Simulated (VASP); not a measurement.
# SnSe (P4/nmm) in VASP: notebook

SnSe is run at these levels: PBE+D3(BJ), PBE+D4; tasks: single point, relaxation of cell and atoms.

Everything below comes from runs of VASP 6.6.1. Logs are shortened: lines on timing, memory, paths and dates and some standing lists are left out, and cuts for length are marked.

### Step 1. The cell of the first run

Symmetry: P4/nmm, No. 129, tetragonal system. Conventional cell: a = 4.213 Å, b = 4.213 Å, c = 6.419 Å, α = 90.00°, β = 90.00°, γ = 90.00°. Within 3.7 Å of Sn (site symmetry 4mm) lie 6 Se at 2.81 to 3.60 Å. Within 3.7 Å of Se (site symmetry 4mm) lie 6 Sn at 2.81 to 3.60 Å.

### Step 2. Single point, PBE+D3(BJ)

Input file INCAR:

```
ALGO = Normal
EDIFF = 1E-7
ENCUT = 520
GGA = PE
ISIF = 2
ISMEAR = -1
IVDW = 12
LASPH = T
LCHARG = F
LREAL = F
LWAVE = F
NBANDS = 28
NELM = 80
PREC = Accurate
SIGMA = 0.02
```

Input file KPOINTS:

```
k-points
0
Gamma
  6 6 2
```

Input file POSCAR:

```
SnSe
1.0
    4.2131148962      0.0000000000      0.0000000000
    0.0000000000      4.2131148962      0.0000000000
    0.0000000000      0.0000000000      6.4191584907
Sn Se
2 2
Direct
    0.5000000000      0.0000000000      0.2865250856
    0.0000000000      0.5000000000      0.7134749144
    0.5000000000      0.0000000000      0.7249651818
    0.0000000000      0.5000000000      0.2750348182
```

Potentials or basis: VASP PAW PBE potentials, release 64 (Sn_d, Se).

On the command line:

```console
$ cat potpaw_PBE.64/Sn_d/POTCAR potpaw_PBE.64/Se/POTCAR > POTCAR
$ mpirun -np 1 vasp_std > vasp.out
```

OUTCAR:

```text
EDIFF = 1E-7
   ENCUT = 520
   GGA = PE
   ISIF = 2
   ISMEAR = -1
   IVDW = 12
   LASPH = T
   LREAL = F
   NELM = 80
   PREC = Accurate
 IVDW          = 12

 ion  position               nearest neighbor table
   1  0.500  0.000  0.287-   3 2.81   4 2.98   4 2.98   4 2.98   4 2.98
   2  0.000  0.500  0.713-   4 2.81   3 2.98   3 2.98   3 2.98   3 2.98
   3  0.500  0.000  0.725-   1 2.81   2 2.98   2 2.98   2 2.98   2 2.98
   4  0.000  0.500  0.275-   2 2.81   1 2.98   1 2.98   1 2.98   1 2.98

  LATTYP: Found a simple tetragonal cell.
 ALAT       =     4.2131148962
 C/A-ratio  =     1.5236134425

  Lattice vectors:

 A1 = (   4.2131148962,   0.0000000000,   0.0000000000)
 A2 = (   0.0000000000,   4.2131148962,   0.0000000000)
 A3 = (   0.0000000000,   0.0000000000,   6.4191584907)

Analysis of symmetry for initial positions (statically):
=====================================================================
 Subroutine PRICEL returns:
 Original cell was already a primitive cell.

 Routine SETGRP: Setting up the symmetry group for a
 simple tetragonal supercell.

 Subroutine GETGRP returns: Found 16 space group operations
 (whereof  8 operations were pure point group operations)
 out of a pool of 16 trial point group operations.

The static configuration has the point symmetry D_2d.
 The point group associated with its full space group is D_4h.

Analysis of symmetry for dynamics (positions and initial velocities):
=====================================================================
 Subroutine PRICEL returns:
 Original cell was already a primitive cell.

 Routine SETGRP: Setting up the symmetry group for a
 simple tetragonal supercell.

 Subroutine GETGRP returns: Found 16 space group operations
 (whereof  8 operations were pure point group operations)
 out of a pool of 16 trial point group operations.

The dynamic configuration has the point symmetry D_2d.
 The point group associated with its full space group is D_4h.

 Subroutine INISYM returns: Found 16 space group operations
 (whereof  8 operations are pure point group operations),
 and found     1 'primitive' translations

----------------------------------------------------------------------------------------

                                     Primitive cell

  volume of cell :     113.9422

  direct lattice vectors                    reciprocal lattice vectors
     4.213114896  0.000000000  0.000000000     0.237354078  0.000000000  0.000000000
     0.000000000  4.213114896  0.000000000     0.000000000  0.237354078  0.000000000
     0.000000000  0.000000000  6.419158491     0.000000000  0.000000000  0.155783659

  length of vectors
     4.213114896  4.213114896  6.419158491     0.237354078  0.237354078  0.155783659

  position of ions in fractional coordinates (direct lattice)
     0.500000000  0.000000000  0.286525086
     0.000000000  0.500000000  0.713474914
     0.500000000  0.000000000  0.724965182
     0.000000000  0.500000000  0.275034818

  ion indices of the primitive-cell ions
   primitive index   ion index
                 1           1
                 2           2
                 3           3
                 4           4

----------------------------------------------------------------------------------------

 KPOINTS: k-points

Automatic generation of k-mesh.
 Grid dimensions read from file:
 generate k-points for:    6    6    2

 Generating k-lattice:

  Cartesian coordinates                     Fractional coordinates (reciprocal lattice)
     0.039559013  0.000000000  0.000000000     0.166666667  0.000000000  0.000000000
     0.000000000  0.039559013  0.000000000     0.000000000  0.166666667  0.000000000
     0.000000000  0.000000000  0.077891830     0.000000000  0.000000000  0.500000000

  Length of vectors
     0.039559013  0.039559013  0.077891830

  Shift w.r.t. Gamma in fractional coordinates (k-lattice)
     0.000000000  0.000000000  0.000000000

 Subroutine IBZKPT returns following result:
 ===========================================

 Found     20 irreducible k-points:

 Following reciprocal coordinates:
            Coordinates               Weight
  0.000000  0.000000  0.000000      1.000000
  0.166667  0.000000  0.000000      4.000000
  0.333333  0.000000  0.000000      4.000000
  0.500000  0.000000  0.000000      2.000000
  0.166667  0.166667  0.000000      4.000000
  0.333333  0.166667  0.000000      8.000000
[... 12 lines left out ...]
  0.500000  0.333333  0.500000      4.000000
  0.500000  0.500000  0.500000      1.000000
   k-points           NKPTS =     20   k-points in BZ     NKDIM =     20   number of bands    NBANDS=     28
   number of dos      NEDOS =    301   number of ions     NIONS =      4
   total plane-waves  NPLWV =  49152
   dimension x,y,z NGX =    32 NGY =   32 NGZ =   48
   dimension x,y,z NGXF=    64 NGYF=   64 NGZF=   96
   ions per type =               2   2
   NGX,Y,Z   is equivalent  to a cutoff of  12.63, 12.63, 12.43 a.u.
   NGXF,Y,Z  is equivalent  to a cutoff of  25.25, 25.25, 24.86 a.u.
 SYSTEM =  unknown system
   PREC   = accura    normal or accurate (medium, high low for compatibility)
   ISTART =      0    job   : 0-new  1-cont  2-samecut
   ICHARG =      2    charge: 1-file 2-atom 10-const
   ISPIN  =      1    spin polarized calculation?
   LNONCOLLINEAR =      F non collinear calculations
   LSORBIT =      F    spin-orbit coupling
   LASPH  =      T    aspherical Exc in radial PAW
   ENCUT  =  520.0 eV  38.22 Ry    6.18 a.u.   7.83  7.83 11.94*2*pi/ulx,y,z
   NELM   =     80;   NELMIN=  2; NELMDL= -5     # of ELM steps
   EDIFF  = 0.1E-06   stopping-criterion for ELM
   LREAL  =      F    real-space projection
   EDIFFG = 0.1E-05   stopping-criterion for IOM
   NSW    =      0    number of steps for IOM
   IBRION =     -1    ionic relax: 0-MD 1-quasi-New 2-CG
   NFREE  =      0    steps in history (QN), initial steepest desc. (CG)
   ISIF   =      2    stress and relaxation
   ISYM   =      2    0-nonsym 1-usesym 2-fastsym
   POTIM  = 0.5000    time-step for ionic-motion
   TEBEG  =    0.0;   TEEND  =   0.0 temperature during run
   PSTRESS=    0.0 pullay stress
   NELECT =      40.0000    total number of electrons
   NUPDOWN=      -1.0000    fix difference up-down
   EMIN   =  10.00;   EMAX   =-10.00  energy-range for DOS
   EFERMI =   0.00;   METHOD = LEGACY
   ISMEAR =    -1;   SIGMA  =   0.02  broadening in eV -4-tet -1-fermi 0-gaus
   EFERMI_NEDOS =   21; number of points for ismear=-14 and -15
   IALGO  =     38    algorithm
   IMIX   =      4    mixing-type and parameters
     AMIX     =   0.40;   BMIX     =  1.00
     AMIX_MAG =   1.60;   BMIX_MAG =  1.00
  volume/ion in A,a.u.               =      28.49       192.23
  Fermi-wavevector in a.u.,A,eV,Ry     =   1.154870  2.182389 18.146440  1.333726
  Thomas-Fermi vector in A             =   2.291504
   LORBIT       =      0    0 simple, 1 ext, 2 COOP (PROOUT), +10 PAW based schemes
   GGA     = PE    functional components
   LHFCALC =     F    Hartree Fock is set to
   AEXX    =    0.0000 exact exchange contribution
   IVDW    =    12    specifies the selected vdW correction
   LEPSILON=     F    determine dielectric tensor
   LRPA    =     F    only Hartree local field effects (RPA)
 non-spin polarized calculation
  energy-cutoff  :      520.00
  volume of cell :      113.94
 maximum number of plane-waves:      3096
 NGX is ok and might be reduce to    32
   NGX = 15   NGY = 15   NGZ = 23

 number of electron      39.9999981 magnetization

 Free energy of the ion-electron system (eV)
  ---------------------------------------------------
  ext. energy  EPLUGINS =         0.00000000
  ---------------------------------------------------
  free energy    TOTEN  =       -16.16889052 eV

  energy without entropy =      -16.16889052  energy(sigma->0) =      -16.16889052

 E-fermi :   5.3383     XC(G=0):  -9.3162

 val. band max:        4.9735782819   @ k =   0.5000   0.0000   0.5000
 cond. band min:       5.7172303628   @ k =   0.3333   0.1667   0.5000
 fundamental gap:      0.7436520809
 Fermi energy:         5.3382788411

 k-point     1 :       0.0000    0.0000    0.0000
  band No.  band energies     occupation
      1     -16.4571      2.00000
      2     -16.4267      2.00000
      3     -16.4185      2.00000
      4     -16.4185      2.00000
      5     -16.4108      2.00000
      6     -16.4035      2.00000
[... 20 lines left out ...]
     27      10.5184      0.00000
     28      10.7586      0.00000

 k-point     2 :       0.1667    0.0000    0.0000
  band No.  band energies     occupation
      1     -16.4530      2.00000
      2     -16.4267      2.00000
      3     -16.4185      2.00000
      4     -16.4178      2.00000
      5     -16.4073      2.00000
      6     -16.4070      2.00000
[... 20 lines left out ...]
     27      10.2894      0.00000
     28      11.1754      0.00000

 k-point     3 :       0.3333    0.0000    0.0000
  band No.  band energies     occupation
      1     -16.4438      2.00000
      2     -16.4288      2.00000
      3     -16.4176      2.00000
      4     -16.4167      2.00000
      5     -16.4126      2.00000
      6     -16.4087      2.00000
[... 20 lines left out ...]
     27      11.5175      0.00000
     28      11.6968      0.00000

 k-point     4 :       0.5000    0.0000    0.0000
  band No.  band energies     occupation
      1     -16.4347      2.00000
      2     -16.4347      2.00000
      3     -16.4157      2.00000
      4     -16.4157      2.00000
      5     -16.4143      2.00000
      6     -16.4143      2.00000
[... 454 lines left out ...]
     27      12.1366      0.00000
     28      12.1594      0.00000

 k-point    19 :       0.5000    0.3333    0.5000
  band No.  band energies     occupation
      1     -16.4360      2.00000
      2     -16.4360      2.00000
      3     -16.4221      2.00000
      4     -16.4221      2.00000
      5     -16.4123      2.00000
      6     -16.4123      2.00000
[... 20 lines left out ...]
     27      11.9525      0.00000
     28      11.9526      0.00000

 k-point    20 :       0.5000    0.5000    0.5000
  band No.  band energies     occupation
      1     -16.4381      2.00000
      2     -16.4381      2.00000
      3     -16.4225      2.00000
      4     -16.4225      2.00000
      5     -16.4134      2.00000
      6     -16.4134      2.00000
[... 20 lines left out ...]
     27      12.1002      0.00000
     28      12.1003      0.00000

------------------------ aborting loop because EDIFF is reached ----------------------------------------

 Edisp (eV)   -1.34830

 E8    (eV) :    -0.6074

  FORCE on cell =-STRESS in cart. coord.  units (eV):
  Direction    XX          YY          ZZ          XY          YZ          ZX
  --------------------------------------------------------------------------------------
  -------------------------------------------------------------------------------------
  Total      -0.00948    -0.00948     0.01221     0.00000    -0.00000     0.00000
  in kB      -0.13330    -0.13330     0.17171     0.00000    -0.00000     0.00000
  external pressure =       -0.03 kB  Pullay stress =        0.00 kB

 VOLUME and BASIS-vectors are now :
 -----------------------------------------------------------------------------
  energy-cutoff  :      520.00
  volume of cell :      113.94
      direct lattice vectors                 reciprocal lattice vectors
     4.213114896  0.000000000  0.000000000     0.237354078  0.000000000  0.000000000
     0.000000000  4.213114896  0.000000000     0.000000000  0.237354078  0.000000000
     0.000000000  0.000000000  6.419158491     0.000000000  0.000000000  0.155783659

 POSITION                                       TOTAL-FORCE (eV/Angst)
 -----------------------------------------------------------------------------------
      2.10656      0.00000      1.83925        -0.000000     -0.000000     -0.011412
      0.00000      2.10656      4.57991         0.000000      0.000000      0.011412
      2.10656      0.00000      4.65367         0.000000      0.000000      0.013752
      0.00000      2.10656      1.76549         0.000000      0.000000     -0.013752
 -----------------------------------------------------------------------------------
    total drift:                                0.000000      0.000000      0.000000

  FREE ENERGIE OF THE ION-ELECTRON SYSTEM (eV)
  ---------------------------------------------------
  free  energy   TOTEN  =       -17.5171886390 eV

  energy  without entropy=      -17.5171886379  energy(sigma->0) =      -17.51718864
```

Run time: 34 s. Hardware: 1 thread of AMD EPYC 9R45 (Zen 5), shared host; peak memory 0.2 GiB.

Results:

* Free energy: -17.5172 eV
* Pressure: 0.0 GPa
* Largest force: 0.014 eV/Å
* Band gap on the k mesh: 0.74 eV (least direct gap 0.82 eV)
* Dispersion energy per atom: -0.337 eV

Forces on the atoms (eV/Å):
```
Sn   0.000  0.000 -0.011
Sn   0.000  0.000  0.011
Se   0.000  0.000  0.014
Se   0.000  0.000 -0.014
```

Caveat: the k points lie up to 0.49 Å⁻¹ apart; spin-orbit coupling is left out, which moves the levels of the heavy elements. A k mesh can miss the band edges.

### Step 3. Relaxation of cell and atoms, PBE+D4

Input file INCAR:

```
SYSTEM = SnSe
PREC = Accurate ; ENCUT = 600
EDIFF = 1E-6 ; ISMEAR = -1
SIGMA = 0.02 ; LREAL = .FALSE.
LASPH = .TRUE. ; NELM = 80
ALGO = Normal ; ISIF = 3
LWAVE = .FALSE. ; LCHARG = .FALSE.
GGA = PE ; IVDW = 13
IBRION = 2 ; NSW = 80
EDIFFG = -0.005
```

Input file KPOINTS:

```
Automatic mesh
0
G
  6 6 4
  0 0 0
```

POSCAR is that of step 2.

Potentials or basis: VASP PAW PBE potentials, release 64 (Sn_d, Se).

On the command line:

```console
$ cat potpaw_PBE.64/Sn_d/POTCAR potpaw_PBE.64/Se/POTCAR > POTCAR
$ mpirun -np 1 vasp_std > vasp.out
```

Run time: 14 min. Hardware: 1 thread of AMD EPYC 9R45 (Zen 5), shared host; peak memory 0.28 GiB.

Results (log left out):

| Item | Value |
| --- | --- |
| Free energy | -17.9629 eV |
| Relaxed volume | 29.24 Å³/atom |
| Relaxed cell | a = 4.338 Å, b = 4.338 Å, c = 6.214 Å, α = 90.00°, β = 90.00°, γ = 90.00° |
| Space group after relaxing (to 0.1 Å) | P4/nmm (No. 129) |
| Energy gained by relaxing | 27.3 meV/atom |
| Ionic steps | 31 |
| Pressure after relaxing | 0.0 GPa |
| Largest force after relaxing | 0.004 eV/Å |
| Band gap on the k mesh | 0.78 eV |
| Dispersion energy per atom | -0.388 eV |

Forces in eV/Å, atoms in the order of the input:
```
Sn   0.000  0.000 -0.004
Sn   0.000  0.000  0.004
Se   0.000  0.000 -0.002
Se   0.000  0.000  0.002
```

Step by step:
```tsv
step	energy change (eV)	largest force (eV/Å)	pressure (GPa)	volume (Å³)
1	0.0000	0.1801	0.42	113.94
2	-0.0533	0.2926	1.60	115.14
3	-0.0466	0.3742	0.07	117.08
4	-0.0744	0.3326	2.13	115.90
5	-0.0756	0.3399	1.60	116.38
6	-0.0548	0.1882	-2.37	119.45
7	-0.0798	0.2942	0.31	117.21
8	-0.0927	0.2158	0.12	117.49
9	-0.0995	0.1307	-0.18	117.85
10	-0.0996	0.1227	-0.20	117.88
11	-0.1007	0.1242	0.08	117.58
12	-0.1016	0.1260	0.63	117.02
13	-0.1020	0.1228	0.63	117.01
14	-0.1031	0.1124	0.59	116.98
15	-0.1050	0.0925	0.52	116.91
16	-0.1075	0.0574	0.43	116.78
17	-0.1081	0.0019	0.36	116.51
18	-0.1085	0.0197	0.39	116.61
19	-0.1090	0.0122	-0.07	117.00
20	-0.1090	0.0102	-0.03	116.96
21	-0.1090	0.0102	-0.01	116.95
22	-0.1090	0.0104	0.00	116.94
23	-0.1090	0.0075	0.02	116.94
24	-0.1091	0.0067	-0.01	116.96
25	-0.1091	0.0064	0.00	116.97
26	-0.1091	0.0055	-0.05	116.98
27	-0.1091	0.0081	-0.02	116.97
28	-0.1091	0.0051	-0.02	116.97
29	-0.1091	0.0042	-0.03	116.98
30	-0.1091	0.0025	-0.03	116.98
31	-0.1091	0.0042	-0.01	116.95
```

Final structure:
```
Sn Se
1.0
     4.33827    0.00000    0.00000
     0.00000    4.33827    0.00000
     0.00000    0.00000    6.21369
Sn Se
2 2
Direct
  0.50000 0.00000 0.27208
  0.00000 0.50000 0.72792
  0.50000 0.00000 0.73118
  0.00000 0.50000 0.26882
```

Levels at points of the mesh, in eV from the valence-band top:
| k point | band 18 | band 19 | band 20 | band 21 | band 22 | band 23 |
| --- | --- | --- | --- | --- | --- | --- |
| (0.00, 0.00, 0.00) | -1.85 | -1.85 | -1.69 | 3.40 | 4.21 | 4.25 |
| (0.50, 0.00, 0.00) | -1.75 | -0.46 | -0.46 | 1.29 | 1.29 | 1.89 |
| (0.50, 0.50, 0.00) | -3.20 | -3.03 | -3.03 | 3.47 | 3.47 | 5.17 |
| (0.00, 0.00, 0.50) | -2.32 | -1.97 | -0.97 | 1.52 | 2.97 | 3.96 |
| (0.50, 0.00, 0.50) | -1.66 | 0.00 | 0.00 | 0.78 | 0.78 | 1.51 |
| (0.50, 0.50, 0.50) | -3.86 | -0.84 | -0.84 | 1.88 | 1.88 | 4.64 |

Caveat: spin-orbit coupling is left out, which moves the levels of the heavy elements. A k mesh can miss the band edges.
